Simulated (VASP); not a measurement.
# Ta: single point with PBEsol

Ta:

```
CELL_PARAMETERS angstrom
-1.76046 1.64023 1.39419
1.76046 -1.64023 1.39419
1.76046 1.64023 -1.39419
ATOMIC_POSITIONS crystal
Ta 0.00000 0.00000 0.00000
```

This cell differs from its parent crystal: normal strain along x +0.0733, normal strain along z -0.1500.

```
Program                : VASP 6.6.1
Task                   : single point
Functional             : PBEsol
Potentials or basis    : VASP PAW PBE potentials, release 64 (Ta_pv)
Cutoff                 : 520 eV
k mesh                 : 20 × 20 × 20
Occupations            : gaussian, width 0.15 eV
Spin                   : no spin polarisation
Dipole correction      : no
Further INCAR settings : ALGO = Fast; EDIFF = 1e-06; NBANDS = 12
```

The pressure is 28.1 GPa. The band gap on the k mesh is zero (an odd number of electrons rules out a gap without spin polarisation).

Stress tensor (GPa, compression positive):
```
15.30  0.00  0.00
 0.00 23.67  0.00
 0.00  0.00 45.21
```

Levels at points of the mesh, in eV from the Fermi level:
| k point | band 1 | band 2 | band 3 | band 4 | band 5 | band 6 | band 7 | band 8 | band 9 | band 10 |
| --- | --- | --- | --- | --- | --- | --- | --- | --- | --- | --- |
| (0.00, 0.00, 0.00) | -32.94 | -32.92 | -32.74 | -8.63 | -1.23 | 1.53 | 1.56 | 2.32 | 5.71 | 13.87 |
| (0.50, 0.00, 0.00) | -34.59 | -33.49 | -33.14 | -5.21 | -3.38 | 2.95 | 4.52 | 7.74 | 8.39 | 12.26 |
| (0.00, 0.50, 0.00) | -34.64 | -33.41 | -33.08 | -5.17 | -2.53 | 2.44 | 2.91 | 7.55 | 7.90 | 12.24 |
| (0.50, 0.50, 0.00) | -34.58 | -33.08 | -32.84 | -5.24 | 0.22 | 0.91 | 1.24 | 4.16 | 8.24 | 12.40 |
| (0.50, 0.50, 0.50) | -34.31 | -34.09 | -33.45 | -5.12 | -4.52 | 6.95 | 7.28 | 7.57 | 8.19 | 8.67 |

Wall time 2.5 min on 1 thread of AMD EPYC 9R45 96-Core Processor (Zen 5) (shared host), peak memory 0.29 GiB.

Caveat: the cell differs from its parent crystal (normal strain along x +0.0733, normal strain along z -0.1500); the cell stands under pressure; the PAW data sets were made with another functional, which shifts forces and pressure a little; spin-orbit coupling is left out, which moves the levels of the heavy elements.
